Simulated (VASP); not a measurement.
# FeS2 (Pnnm) in VASP: single point with PBE+U

Aim: the single point of FeS2 with PBE+U.

Program: VASP 6.6.1. These are calculated values, not measurements. Logs are shortened: lines on timing, memory, paths and dates and some standing lists are left out, and cuts for length are marked.

**1. The cell of the first run**

It takes space group Pnnm (No. 58, orthorhombic). The conventional cell has a = 4.445 Å, b = 5.425 Å, c = 3.386 Å, α = 90.00°, β = 90.00°, γ = 90.00°. Within 3.0 Å of Fe (site symmetry 2/m) lie 6 S at 2.24 to 2.25 Å. S (site symmetry m) has 2 S at 2.21 to 2.97 Å and 3 Fe at 2.24 to 2.25 Å within 3.0 Å.

**2. Single point, PBE+U, collinear spin, ferromagnetic start**

The input, INCAR:

```
PREC = Accurate
ENCUT = 600
EDIFF = 1E-6
ISMEAR = 0
SIGMA = 0.05
LREAL = False
LASPH = True
NELM = 200
ALGO = Normal
ISIF = 2
LWAVE = False
LCHARG = False
ISPIN = 2
MAGMOM = 4 4 0 0 0 0
LORBIT = 11
LMAXMIX = 4
LDAU = True
LDAUTYPE = 2
LDAUL = 2 -1
LDAUU = 7 0
LDAUJ = 0 0
LDAUPRINT = 1
GGA = PE
NBANDS = 33
GGA_COMPAT = False
```

The input, KPOINTS:

```
regular mesh
0
Gamma
  4 4 6
```

The input, POSCAR:

```
FeS2
1.0
    4.4445999300      0.0000000000      0.0000000000
    0.0000000000      5.4245999100      0.0000000000
    0.0000000000      0.0000000000      3.3863999500
Fe S
2 4
Direct
    0.0000000000      0.0000000000      0.0000000000
    0.5000000000      0.5000000000      0.5000000000
    0.2004000000      0.3787000000      0.0000000000
    0.7996000000      0.6213000000      0.0000000000
    0.7004000000      0.1213000000      0.5000000000
    0.2996000000      0.8787000000      0.5000000000
```

Potentials or basis: VASP PAW PBE potentials, release 64 (Fe, S).

Started as:

```console
> cat potpaw_PBE.64/Fe/POTCAR potpaw_PBE.64/S/POTCAR > POTCAR
> mpirun -np 1 vasp_std > vasp.out
```

OUTCAR:

```text
PREC = Accurate
   ENCUT = 600
   EDIFF = 1E-6
   ISMEAR = 0
   LREAL = False
   LASPH = True
   NELM = 200
   ISIF = 2
   ISPIN = 2
   LORBIT = 11
   GGA = PE

 ion  position               nearest neighbor table
   1  0.000  0.000  0.000-   3 2.24   4 2.24   5 2.25   6 2.25   5 2.25   6 2.25
   2  0.500  0.500  0.500-   5 2.24   6 2.24   3 2.25   4 2.25   3 2.25   4 2.25
   3  0.200  0.379  0.000-   4 2.21   1 2.24   2 2.25   2 2.25
   4  0.800  0.621  0.000-   3 2.21   1 2.24   2 2.25   2 2.25
   5  0.700  0.121  0.500-   6 2.21   2 2.24   1 2.25   1 2.25
   6  0.300  0.879  0.500-   5 2.21   2 2.24   1 2.25   1 2.25

  LATTYP: Found a simple orthorhombic cell.
 ALAT       =     3.3863999500
 B/A-ratio  =     1.3124852338
 C/A-ratio  =     1.6018780977

  Lattice vectors:

 A1 = (   0.0000000000,   0.0000000000,   3.3863999500)
 A2 = (   4.4445999300,   0.0000000000,   0.0000000000)
 A3 = (   0.0000000000,   5.4245999100,   0.0000000000)

Analysis of symmetry for initial positions (statically):
=====================================================================
 Subroutine PRICEL returns:
 Original cell was already a primitive cell.

 Routine SETGRP: Setting up the symmetry group for a
 simple orthorhombic supercell.

 Subroutine GETGRP returns: Found  8 space group operations
 (whereof  4 operations were pure point group operations)
 out of a pool of  8 trial point group operations.

The static configuration has the point symmetry C_2h.
 The point group associated with its full space group is D_2h.

Analysis of symmetry for dynamics (positions and initial velocities):
=====================================================================
 Subroutine PRICEL returns:
 Original cell was already a primitive cell.

 Routine SETGRP: Setting up the symmetry group for a
 simple orthorhombic supercell.

 Subroutine GETGRP returns: Found  8 space group operations
 (whereof  4 operations were pure point group operations)
 out of a pool of  8 trial point group operations.

The dynamic configuration has the point symmetry C_2h.
 The point group associated with its full space group is D_2h.

Analysis of structural, dynamic, and magnetic symmetry:
=====================================================================
 Subroutine PRICEL returns:
 Original cell was already a primitive cell.

 Routine SETGRP: Setting up the symmetry group for a
 simple orthorhombic supercell.

[... 218 lines left out ...]
  o =  0.9743  v =  0.5670 -0.0000 -0.8040  0.0000  0.1792  0.0000  0.0000  0.0000  0.0000  0.0000      0.0000  0.0000  0.0000  0.0000  0.0000  0.0000  0.0000  0.0000  0.0000  0.0000
  o =  1.0509  v = -0.5886  0.0000 -0.5476  0.0000 -0.5947  0.0000  0.0000  0.0000  0.0000  0.0000      0.0000  0.0000  0.0000  0.0000  0.0000  0.0000  0.0000  0.0000  0.0000  0.0000
  o =  1.0537  v = -0.0000 -0.4338 -0.0000 -0.9010 -0.0000  0.0000  0.0000  0.0000  0.0000  0.0000      0.0000  0.0000  0.0000  0.0000  0.0000  0.0000  0.0000  0.0000  0.0000  0.0000

 number of electron      40.0000000 magnetization       7.3270147

 Free energy of the ion-electron system (eV)
  ---------------------------------------------------
  ext. energy  EPLUGINS =         0.00000000
  ---------------------------------------------------
  free energy    TOTEN  =       -25.13314247 eV

  energy without entropy =      -25.13031145  energy(sigma->0) =      -25.13172696

 E-fermi :   8.5496     XC(G=0): -11.6308

 val. band max:        8.5487770859   @ k =   0.2500   0.0000   0.3333
 cond. band min:       8.5527397906   @ k =   0.5000   0.2500   0.3333
 fundamental gap:      0.0039627047
 Fermi energy:         8.5495685360

 spin component 1

 k-point     1 :       0.0000    0.0000    0.0000
  band No.  band energies     occupation
      1      -8.8393      1.00000
      2      -6.8404      1.00000
      3      -4.4328      1.00000
      4      -3.7154      1.00000
      5      -0.8028      1.00000
      6      -0.7744      1.00000
[... 1673 lines left out ...]
     31      16.5962      0.00000
     32      16.5962      0.00000

 [... further k-points ...]

 [bands above 32 left out]

------------------------ aborting loop because EDIFF is reached ----------------------------------------

  FORCE on cell =-STRESS in cart. coord.  units (eV):
  Direction    XX          YY          ZZ          XY          YZ          ZX
  --------------------------------------------------------------------------------------
  -------------------------------------------------------------------------------------
  Total       17.2358931     20.2236974     20.9044145      0.0000000      0.0000000      0.0000000
  in kB      338.2250256    396.8555929    410.2135045      0.0000000      0.0000000      0.0000000
  external PRESSURE =     381.7647076 kB  Pullay stress =       0.0000000 kB

 VOLUME and BASIS-vectors are now :
 -----------------------------------------------------------------------------
  energy-cutoff  :      600.00
  volume of cell :       81.65
      direct lattice vectors                 reciprocal lattice vectors
     4.444599930  0.000000000  0.000000000     0.224992129  0.000000000  0.000000000
     0.000000000  5.424599910  0.000000000     0.000000000  0.184345393  0.000000000
     0.000000000  0.000000000  3.386399950     0.000000000  0.000000000  0.295298847

 POSITION                                       TOTAL-FORCE (eV/Angst)
 -----------------------------------------------------------------------------------
      0.00000      0.00000      0.00000        -0.000000      0.000000      0.000000
      2.22230      2.71230      1.69320        -0.000000      0.000000      0.000000
      0.89070      2.05430      0.00000        -2.323165      0.821472      0.000000
      3.55390      3.37030      0.00000         2.323165     -0.821472      0.000000
      3.11300      0.65800      1.69320        -2.323165     -0.821472      0.000000
      1.33160      4.76660      1.69320         2.323165      0.821472      0.000000
 -----------------------------------------------------------------------------------
    total drift:                                0.000000      0.000000      0.000000

  FREE ENERGIE OF THE ION-ELECTRON SYSTEM (eV)
  ---------------------------------------------------
  free  energy   TOTEN  =       -25.1331424671 eV

  energy  without entropy=      -25.1303114462  energy(sigma->0) =      -25.13172696

 total charge

# of ion       s       p       d       tot
------------------------------------------
    1        0.448   0.672   6.407   7.526
    2        0.448   0.672   6.407   7.526
    3        1.360   2.411   0.000   3.771
    4        1.360   2.411   0.000   3.771
    5        1.360   2.411   0.000   3.771
    6        1.360   2.411   0.000   3.771
--------------------------------------------------
tot          6.335  10.987  12.813  30.135

 magnetization (x)

# of ion       s       p       d       tot
------------------------------------------
    1        0.027   0.041   3.532   3.601
    2        0.027   0.041   3.532   3.601
    3        0.017   0.009   0.000   0.026
    4        0.017   0.009   0.000   0.026
    5        0.017   0.009   0.000   0.026
    6        0.017   0.009   0.000   0.026
--------------------------------------------------
tot          0.122   0.120   7.064   7.306
```

OSZICAR:

```text
N       E                     dE             d eps       ncg     rms          rms(c)
DAV:   1     0.362930093125E+03    0.36293E+03   -0.19129E+04  4768   0.143E+03
DAV:   2     0.161844950226E+02   -0.34675E+03   -0.32251E+03  4871   0.329E+02
DAV:   3    -0.259874370854E+02   -0.42172E+02   -0.39353E+02  5852   0.125E+02
[... 21 lines left out ...]
DAV:  25    -0.251331053196E+02   -0.23865E-04   -0.62464E-05  6198   0.577E-02    0.689E-03
DAV:  26    -0.251331188528E+02   -0.13533E-04   -0.15429E-05  5582   0.464E-02    0.567E-03
DAV:  27    -0.251331320521E+02   -0.13199E-04   -0.45454E-05  6544   0.847E-02    0.458E-03
DAV:  28    -0.251331393080E+02   -0.72559E-05   -0.44009E-05  7362   0.737E-02    0.253E-03
DAV:  29    -0.251331416661E+02   -0.23581E-05   -0.21974E-05  6565   0.567E-02    0.204E-03
DAV:  30    -0.251331424671E+02   -0.80099E-06   -0.35293E-06  4801   0.127E-02
   1 F= -.25133142E+02 E0= -.25131727E+02  d E =-.283102E-02  mag=     7.3270
```

It took 6.2 min on 1 thread of AMD EPYC 7R13 (Zen 3), shared host; peak memory 0.33 GiB.

What came out:

```
Free energy                                           : -25.1331 eV
Pressure                                              : 38.2 GPa
Largest force                                         : 2.464 eV/Å
Net moment                                            : 7.33 μB per cell
Site moments                                          : Fe +3.60; S +0.03 μB
Valence electrons inside the program's atomic spheres : Fe 7.53; S 3.77
```

Forces on the atoms (eV/Å):
```
Fe   0.000  0.000  0.000
Fe   0.000  0.000  0.000
S   -2.323  0.821  0.000
S    2.323 -0.821  0.000
S   -2.323 -0.821  0.000
S    2.323  0.821  0.000
```

Eigenvalues of the final occupation matrices:
```
    site  spin  trace               eigenvalues
site 1 d     1   5.00  0.95 0.97 0.97 1.05 1.05
site 1 d     2   1.45  0.03 0.06 0.22 0.25 0.89
site 2 d     1   5.00  0.95 0.97 0.97 1.05 1.05
site 2 d     2   1.45  0.03 0.06 0.22 0.25 0.89
```

Caveat: the stress differs along the axes, from 34 to 41 GPa; the run started ferromagnetic, and an antiferromagnetic order may lie lower in energy; forces of over 1 eV/Å act on the atoms, so gaps and moduli don't describe the material at rest. The state reached can hang on the start; a lower one may exist.
